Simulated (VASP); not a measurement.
# Pt (Fd-3m) in VASP: further runs

The runs below take Pt through single point, relaxation of cell and atoms, with LDA.

Program: VASP 6.6.1. These are calculated values, not measurements. Logs are shortened: lines on timing, memory, paths and dates and some standing lists are left out, and cuts for length are marked.

## 1. The cell of the first run

The structure is cubic, space group Fd-3m (No. 227). The conventional cell has a = 5.642 Å, b = 5.642 Å, c = 5.642 Å, α = 90.00°, β = 90.00°, γ = 90.00°. Pt (site symmetry -43m) has 4 Pt at 2.44 Å within 3.2 Å.

## 2. Single point, LDA

INCAR reads:

```
PREC = Accurate
ENCUT = 520
EDIFF = 1E-6
ISMEAR = 0
SIGMA = 0.05
LREAL = F
LASPH = T
NELM = 80
ALGO = Normal
ISIF = 2
LWAVE = F
LCHARG = F
GGA = CA
NBANDS = 17
```

KPOINTS reads:

```
Automatic mesh
0
Gamma
  7 7 7
```

POSCAR reads:

```
Pt
1.0
    0.0000000000      2.8211899842      2.8211899842
    2.8211899842      0.0000000000      2.8211899842
    2.8211899842      2.8211899842      0.0000000000
Pt
2
Direct
    0.0000000000      0.0000000000      0.0000000000
    0.2500000000      0.2500000000      0.2500000000
```

Potentials or basis: VASP PAW LDA potentials, release 64 (Pt).

Command:

```console
cat potpaw_LDA.64/Pt/POTCAR > POTCAR
mpirun -np 1 vasp_std > vasp.out
```

OUTCAR:

```text
PREC = Accurate
   ENCUT = 520
   EDIFF = 1E-6
   ISMEAR = 0
   LREAL = F
   LASPH = T
   NELM = 80
   ISIF = 2
   GGA = CA

 ion  position               nearest neighbor table
   1  0.000  0.000  0.000-   2 2.44   2 2.44   2 2.44   2 2.44
   2  0.250  0.250  0.250-   1 2.44   1 2.44   1 2.44   1 2.44

  LATTYP: Found a face centered cubic cell.
 ALAT       =     5.6423799684

  Lattice vectors:

 A1 = (   0.0000000000,   2.8211899842,   2.8211899842)
 A2 = (   2.8211899842,   0.0000000000,   2.8211899842)
 A3 = (   2.8211899842,   2.8211899842,   0.0000000000)

Analysis of symmetry for initial positions (statically):
=====================================================================
 Subroutine PRICEL returns:
 Original cell was already a primitive cell.

 Routine SETGRP: Setting up the symmetry group for a
 face centered cubic supercell.

 Subroutine GETGRP returns: Found 48 space group operations
 (whereof 24 operations were pure point group operations)
 out of a pool of 48 trial point group operations.

The static configuration has the point symmetry T_d .
 The point group associated with its full space group is O_h .

Analysis of symmetry for dynamics (positions and initial velocities):
=====================================================================
 Subroutine PRICEL returns:
 Original cell was already a primitive cell.

 Routine SETGRP: Setting up the symmetry group for a
 face centered cubic supercell.

 Subroutine GETGRP returns: Found 48 space group operations
 (whereof 24 operations were pure point group operations)
 out of a pool of 48 trial point group operations.

The dynamic configuration has the point symmetry T_d .
 The point group associated with its full space group is O_h .

 Subroutine INISYM returns: Found 48 space group operations
 (whereof 24 operations are pure point group operations),
 and found     1 'primitive' translations

----------------------------------------------------------------------------------------

                                     Primitive cell

  volume of cell :      44.9083

  direct lattice vectors                    reciprocal lattice vectors
     0.000000000  2.821189984  2.821189984    -0.177230177  0.177230177  0.177230177
     2.821189984  0.000000000  2.821189984     0.177230177 -0.177230177  0.177230177
     2.821189984  2.821189984  0.000000000     0.177230177  0.177230177 -0.177230177

  length of vectors
     3.989765138  3.989765138  3.989765138     0.306971671  0.306971671  0.306971671

  position of ions in fractional coordinates (direct lattice)
     0.000000000  0.000000000  0.000000000
     0.250000000  0.250000000  0.250000000

  ion indices of the primitive-cell ions
   primitive index   ion index
                 1           1
                 2           2

----------------------------------------------------------------------------------------

 KPOINTS: Automatic mesh

Automatic generation of k-mesh.
 Grid dimensions read from file:
 generate k-points for:    7    7    7

 Generating k-lattice:

  Cartesian coordinates                     Fractional coordinates (reciprocal lattice)
    -0.025318597  0.025318597  0.025318597     0.142857143  0.000000000  0.000000000
     0.025318597 -0.025318597  0.025318597     0.000000000  0.142857143  0.000000000
     0.025318597  0.025318597 -0.025318597     0.000000000  0.000000000  0.142857143

  Length of vectors
     0.043853096  0.043853096  0.043853096

  Shift w.r.t. Gamma in fractional coordinates (k-lattice)
     0.000000000  0.000000000  0.000000000

 Subroutine IBZKPT returns following result:
 ===========================================

 Found     20 irreducible k-points:

 Following reciprocal coordinates:
            Coordinates               Weight
  0.000000  0.000000  0.000000      1.000000
  0.142857  0.000000  0.000000      8.000000
  0.285714  0.000000  0.000000      8.000000
  0.428571  0.000000  0.000000      8.000000
  0.142857  0.142857  0.000000      6.000000
  0.285714  0.142857  0.000000     24.000000
[... 12 lines left out ...]
 -0.428571  0.428571  0.142857     24.000000
 -0.285714  0.428571  0.142857     24.000000
   k-points           NKPTS =     20   k-points in BZ     NKDIM =     20   number of bands    NBANDS=     17
   number of dos      NEDOS =    301   number of ions     NIONS =      2
   total plane-waves  NPLWV =  27000
   dimension x,y,z NGX =    30 NGY =   30 NGZ =   30
   dimension x,y,z NGXF=    60 NGYF=   60 NGZF=   60
   ions per type =               2
   NGX,Y,Z   is equivalent  to a cutoff of  12.50, 12.50, 12.50 a.u.
   NGXF,Y,Z  is equivalent  to a cutoff of  25.00, 25.00, 25.00 a.u.
 SYSTEM =  unknown system
   PREC   = accura    normal or accurate (medium, high low for compatibility)
   ISTART =      0    job   : 0-new  1-cont  2-samecut
   ICHARG =      2    charge: 1-file 2-atom 10-const
   ISPIN  =      1    spin polarized calculation?
   LNONCOLLINEAR =      F non collinear calculations
   LSORBIT =      F    spin-orbit coupling
   LASPH  =      T    aspherical Exc in radial PAW
   ENCUT  =  520.0 eV  38.22 Ry    6.18 a.u.   7.42  7.42  7.42*2*pi/ulx,y,z
   NELM   =     80;   NELMIN=  2; NELMDL= -5     # of ELM steps
   EDIFF  = 0.1E-05   stopping-criterion for ELM
   LREAL  =      F    real-space projection
   EDIFFG = 0.1E-04   stopping-criterion for IOM
   NSW    =      0    number of steps for IOM
   IBRION =     -1    ionic relax: 0-MD 1-quasi-New 2-CG
   NFREE  =      0    steps in history (QN), initial steepest desc. (CG)
   ISIF   =      2    stress and relaxation
   ISYM   =      2    0-nonsym 1-usesym 2-fastsym
   POTIM  = 0.5000    time-step for ionic-motion
   TEBEG  =    0.0;   TEEND  =   0.0 temperature during run
   PSTRESS=    0.0 pullay stress
   NELECT =      20.0000    total number of electrons
   NUPDOWN=      -1.0000    fix difference up-down
   EMIN   =  10.00;   EMAX   =-10.00  energy-range for DOS
   EFERMI =   0.00;   METHOD = LEGACY
   ISMEAR =     0;   SIGMA  =   0.05  broadening in eV -4-tet -1-fermi 0-gaus
   EFERMI_NEDOS =   21; number of points for ismear=-14 and -15
   IALGO  =     38    algorithm
   IMIX   =      4    mixing-type and parameters
     AMIX     =   0.40;   BMIX     =  1.00
     AMIX_MAG =   1.60;   BMIX_MAG =  1.00
  volume/ion in A,a.u.               =      22.45       151.53
  Fermi-wavevector in a.u.,A,eV,Ry     =   1.250189  2.362516 21.265548  1.562974
  Thomas-Fermi vector in A             =   2.384195
   LORBIT       =      0    0 simple, 1 ext, 2 COOP (PROOUT), +10 PAW based schemes
   GGA     = CA    functional components
   LHFCALC =     F    Hartree Fock is set to
   AEXX    =    0.0000 exact exchange contribution
   IVDW    =     0    specifies the selected vdW correction
   LEPSILON=     F    determine dielectric tensor
   LRPA    =     F    only Hartree local field effects (RPA)
 non-spin polarized calculation
 Gauss-broadening in eV      SIGMA  =   0.05
  energy-cutoff  :      520.00
  volume of cell :       44.91
 maximum number of plane-waves:      1243
 NGX is ok and might be reduce to    30
   NGX = 15   NGY = 15   NGZ = 15

 number of electron      20.0000003 magnetization

 Free energy of the ion-electron system (eV)
  ---------------------------------------------------
  ext. energy  EPLUGINS =         0.00000000
  ---------------------------------------------------
  free energy    TOTEN  =       -12.38885185 eV

  energy without entropy =      -12.38485832  energy(sigma->0) =      -12.38685508

 E-fermi :   5.7120     XC(G=0): -11.1058

 val. band max:        5.7105963720   @ k =  -0.4286   0.4286   0.0000
 cond. band min:       5.7292449158   @ k =   0.4286   0.1429   0.0000
 fundamental gap:      0.0186485438
 Fermi energy:         5.7120269131

 k-point     1 :       0.0000    0.0000    0.0000
  band No.  band energies     occupation
      1      -1.8363      2.00000
      2       0.7811      2.00000
      3       0.7811      2.00000
      4       0.9889      2.00000
      5       0.9889      2.00000
      6       0.9889      2.00000
[... 9 lines left out ...]
     16      17.7699      0.00000
     17      18.6886      0.00000

 k-point     2 :       0.1429    0.0000    0.0000
  band No.  band energies     occupation
      1      -1.5198      2.00000
      2       0.5961      2.00000
      3       0.5961      2.00000
      4       0.9587      2.00000
      5       1.2724      2.00000
      6       1.2724      2.00000
[... 9 lines left out ...]
     16      17.7660      0.00000
     17      18.8486      0.00000

 k-point     3 :       0.2857    0.0000    0.0000
  band No.  band energies     occupation
      1      -0.7270      2.00000
      2       0.5621      2.00000
      3       0.5621      2.00000
      4       0.8950      2.00000
      5       1.4177      2.00000
      6       1.4177      2.00000
[... 9 lines left out ...]
     16      18.0577      0.00000
     17      19.1468      0.00000

 k-point     4 :       0.4286    0.0000    0.0000
  band No.  band energies     occupation
      1      -0.0168      2.00000
      2       0.7381      2.00000
      3       0.7381      2.00000
      4       0.8014      2.00000
      5       1.2114      2.00000
      6       1.2114      2.00000
[... 9 lines left out ...]
     16      17.7697      0.00000
     17      19.2058      0.00000
[... 263 lines left out ...]
      1       0.2156      2.00000
      2       0.3216      2.00000
      3       0.6087      2.00000
      4       0.9673      2.00000
      5       1.5878      2.00000
      6       2.0085      2.00000
[... 9 lines left out ...]
     16      18.9163      0.00000
     17      19.8724      0.00000

 k-point    19 :      -0.4286    0.4286    0.1429
  band No.  band energies     occupation
      1       0.1254      2.00000
      2       0.3158      2.00000
      3       0.8412      2.00000
      4       0.9396      2.00000
      5       2.0587      2.00000
      6       2.1941      2.00000
[... 9 lines left out ...]
     16      17.0573      0.00000
     17      21.3418      0.00000

 k-point    20 :      -0.2857    0.4286    0.1429
  band No.  band energies     occupation
      1       0.0931      2.00000
      2       0.2745      2.00000
      3       0.9178      2.00000
      4       0.9386      2.00000
      5       1.9152      2.00000
      6       2.5815      2.00000
[... 9 lines left out ...]
     16      19.6236      0.00000
     17      20.3421      0.00000

------------------------ aborting loop because EDIFF is reached ----------------------------------------

  FORCE on cell =-STRESS in cart. coord.  units (eV):
  Direction    XX          YY          ZZ          XY          YZ          ZX
  --------------------------------------------------------------------------------------
  -------------------------------------------------------------------------------------
  Total        0.0056477      0.0056477      0.0056477      0.0000000     -0.0000000      0.0000000
  in kB        0.2014905      0.2014905      0.2014905      0.0000000     -0.0000000      0.0000000
  external PRESSURE =       0.2014905 kB  Pullay stress =       0.0000000 kB

 VOLUME and BASIS-vectors are now :
 -----------------------------------------------------------------------------
  energy-cutoff  :      520.00
  volume of cell :       44.91
      direct lattice vectors                 reciprocal lattice vectors
     0.000000000  2.821189984  2.821189984    -0.177230177  0.177230177  0.177230177
     2.821189984  0.000000000  2.821189984     0.177230177 -0.177230177  0.177230177
     2.821189984  2.821189984  0.000000000     0.177230177  0.177230177 -0.177230177

 POSITION                                       TOTAL-FORCE (eV/Angst)
 -----------------------------------------------------------------------------------
      0.00000      0.00000      0.00000        -0.000000     -0.000000     -0.000000
      1.41059      1.41059      1.41059         0.000000      0.000000      0.000000
 -----------------------------------------------------------------------------------
    total drift:                                0.000000     -0.000000      0.000000

  FREE ENERGIE OF THE ION-ELECTRON SYSTEM (eV)
  ---------------------------------------------------
  free  energy   TOTEN  =       -12.3888518486 eV

  energy  without entropy=      -12.3848583209  energy(sigma->0) =      -12.38685508
```

Run time: 10 s. Hardware: 1 thread of Intel Xeon 6975P-C, shared host; peak memory 0.15 GiB.

What came out:

```yaml
Free_energy: -12.3889 eV
Pressure: 0.0 GPa
Band_gap_on_the_k_mesh: zero (band 10 reaches 5.92 eV, above the bottom of band 11 at 5.31 eV)
```

Levels at points of the mesh, in eV from the Fermi level:
```tsv
k point	band 7	band 8	band 9	band 10	band 11	band 12	band 13	band 14
(0.00, 0.00, 0.00)	-2.07	-2.07	-2.07	-0.07	-0.07	10.70	10.72	12.06
```

Caveat: spin-orbit coupling is left out, which moves the levels of the heavy elements.

## 3. Relaxation of cell and atoms, LDA

This run uses another cell than the first one, of 19.57 Å³/atom, 0.872 times its volume.

INCAR reads:

```
PREC = Accurate ; ENCUT = 600
EDIFF = 1E-7 ; ISMEAR = 0
SIGMA = 0.05 ; LREAL = False
LASPH = True ; NELM = 100
ALGO = Normal ; ISIF = 3
LWAVE = False ; LCHARG = False
IBRION = 2 ; NSW = 80
EDIFFG = -0.03
```

KPOINTS is that of step 2.

POSCAR reads:

```
Pt
1.0
    0.0000000000      2.6950000000      2.6950000000
    2.6950000000      0.0000000000      2.6950000000
    2.6950000000      2.6950000000      0.0000000000
Pt
2
Direct
    0.0000000000      0.0000000000      0.0000000000
    0.2500000000      0.2500000000      0.2500000000
```

Potentials or basis: VASP PAW LDA potentials, release 64 (Pt).

Command:

```console
cat potpaw_LDA.64/Pt/POTCAR > POTCAR
mpirun -np 1 vasp_std > vasp.out
```

OUTCAR:

```text
PREC = Accurate
   ENCUT = 600
   EDIFF = 1E-7
   ISMEAR = 0
   LREAL = False
   LASPH = True
   NELM = 100
   ISIF = 3
   IBRION = 2
   NSW = 80
   EDIFFG = -0.03

 ion  position               nearest neighbor table
   1  0.000  0.000  0.000-   2 2.33   2 2.33   2 2.33   2 2.33
   2  0.250  0.250  0.250-   1 2.33   1 2.33   1 2.33   1 2.33

  LATTYP: Found a face centered cubic cell.
 ALAT       =     5.3900000000

  Lattice vectors:

 A1 = (   0.0000000000,   2.6950000000,   2.6950000000)
 A2 = (   2.6950000000,   0.0000000000,   2.6950000000)
 A3 = (   2.6950000000,   2.6950000000,   0.0000000000)

Analysis of symmetry for initial positions (statically):
=====================================================================
 Subroutine PRICEL returns:
 Original cell was already a primitive cell.

 Routine SETGRP: Setting up the symmetry group for a
 face centered cubic supercell.

 Subroutine GETGRP returns: Found 48 space group operations
 (whereof 24 operations were pure point group operations)
 out of a pool of 48 trial point group operations.

The static configuration has the point symmetry T_d .
 The point group associated with its full space group is O_h .

Analysis of symmetry for dynamics (positions and initial velocities):
=====================================================================
 Subroutine PRICEL returns:
 Original cell was already a primitive cell.

 Routine SETGRP: Setting up the symmetry group for a
[... 185 lines left out ...]
--------------------------------------- Ionic step        2  -------------------------------------------

 number of electron      19.9999995 magnetization

 E-fermi :   1.9187     XC(G=0):  -9.4249

 val. band max:        1.9166835939   @ k =  -0.4286   0.4286   0.0000
 cond. band min:       1.9221101936   @ k =  -0.2857   0.1429   0.0000
 fundamental gap:      0.0054265997
 Fermi energy:         1.9187160249

 k-point     1 :       0.0000    0.0000    0.0000
  band No.  band energies     occupation
      1      -3.2946      2.00000
      2      -1.0009      2.00000
      3      -1.0009      2.00000
      4      -1.0009      2.00000
      5      -0.9882      2.00000
      6      -0.9882      2.00000
      7       0.7416      2.00000
      8       0.7416      2.00000
      9       0.7416      2.00000
     10       1.8184      1.99545
     11       1.8184      1.99545
     12      10.4210      0.00000
     13      11.4587      0.00000
     14      11.6402      0.00000
[... 428 lines left out ...]
--------------------------------------- Ionic step        5  -------------------------------------------

 number of electron      20.0000003 magnetization

 Free energy of the ion-electron system (eV)
  ---------------------------------------------------
  ext. energy  EPLUGINS =         0.00000000
  ---------------------------------------------------
  free energy    TOTEN  =       -12.38665680 eV

  energy without entropy =      -12.38265635  energy(sigma->0) =      -12.38465657

 E-fermi :   5.7093     XC(G=0): -11.1048

 val. band max:        5.7078573668   @ k =  -0.4286   0.4286   0.0000
 cond. band min:       5.7264962893   @ k =   0.4286   0.1429   0.0000
 fundamental gap:      0.0186389225
 Fermi energy:         5.7093239168

 k-point     1 :       0.0000    0.0000    0.0000
  band No.  band energies     occupation
      1      -1.8374      2.00000
      2       0.7799      2.00000
      3       0.7799      2.00000
      4       0.9874      2.00000
      5       0.9874      2.00000
      6       0.9874      2.00000
      7       3.6436      2.00000
      8       3.6436      2.00000
      9       3.6436      2.00000
     10       5.6420      1.94329
     11       5.6420      1.94329
     12      16.4132      0.00000
     13      16.4313      0.00000
     14      17.7658      0.00000
[... 350 lines left out ...]
  FREE ENERGIE OF THE ION-ELECTRON SYSTEM (eV)
  ---------------------------------------------------
  free  energy   TOTEN  =       -12.3866567965 eV

  energy  without entropy=      -12.3826563489  energy(sigma->0) =      -12.38465657

 reached required accuracy - stopping structural energy minimisation
```

OSZICAR:

```text
N       E                     dE             d eps       ncg     rms          rms(c)
DAV:   1     0.119849006263E+03    0.11985E+03   -0.11202E+04   560   0.149E+03
DAV:   2    -0.101255493349E+02   -0.12997E+03   -0.12410E+03   638   0.286E+02
DAV:   3    -0.128131394117E+02   -0.26876E+01   -0.26489E+01   640   0.434E+01
[... 44 lines left out ...]
DAV:   2    -0.123866594166E+02    0.35242E-02   -0.13381E-02   572   0.914E-01    0.143E-01
DAV:   3    -0.123866450523E+02    0.14364E-04   -0.18502E-04   566   0.977E-02    0.969E-02
DAV:   4    -0.123866566295E+02   -0.11577E-04   -0.45419E-05   602   0.408E-02    0.323E-03
DAV:   5    -0.123866567030E+02   -0.73541E-07   -0.22468E-06   614   0.113E-02    0.200E-03
DAV:   6    -0.123866567965E+02   -0.93439E-07   -0.11189E-07   354   0.293E-03
   5 F= -.12386657E+02 E0= -.12384657E+02  d E =-.453414E+00
```

CONTCAR:

```text
Pt
   1.00000000000000
     0.0000000000000000    2.8213705348530507    2.8213705348530507
     2.8213705348530507    0.0000000000000000    2.8213705348530507
     2.8213705348530507    2.8213705348530507    0.0000000000000000
  Pt
     2
Direct
     0.0000000000000000    0.0000000000000000    0.0000000000000000
     0.2500000000000000    0.2500000000000000    0.2500000000000000

  0.00000000E+00  0.00000000E+00  0.00000000E+00
  0.00000000E+00  0.00000000E+00  0.00000000E+00
```

It took 35 s on 1 thread of Intel Xeon 6975P-C, shared host; peak memory 0.16 GiB.

Results:

| Property | Result |
| --- | --- |
| Free energy | -12.3867 eV |
| Relaxed volume | 22.46 Å³/atom |
| Relaxed cell | a = 3.990 Å, b = 3.990 Å, c = 3.990 Å, α = 60.00°, β = 60.00°, γ = 60.00° |
| Space group after relaxing (to 0.05 Å) | Fd-3m (No. 227) |
| Energy gained by relaxing | 226.7 meV/atom |
| Ionic steps | 5 |
| Pressure after relaxing | 0.0 GPa |
| Band gap on the k mesh | zero (band 10 reaches 5.92 eV, above the bottom of band 11 at 5.31 eV) |

Step by step:
```tsv
step	energy change (eV)	largest force (eV/Å)	pressure (GPa)	volume (Å³)
1	0.0000	0.0000	28.96	39.15
2	1.1662	0.0000	-19.85	62.81
3	-0.4474	0.0000	-2.42	45.70
4	-0.4531	0.0000	-0.55	45.09
5	-0.4534	0.0000	0.00	44.92
```

Final structure:
```
Pt
1.0
     0.00000    2.82137    2.82137
     2.82137    0.00000    2.82137
     2.82137    2.82137    0.00000
Pt
2
Direct
  0.00000 0.00000 0.00000
  0.25000 0.25000 0.25000
```

Caveat: spin-orbit coupling is left out, which moves the levels of the heavy elements.
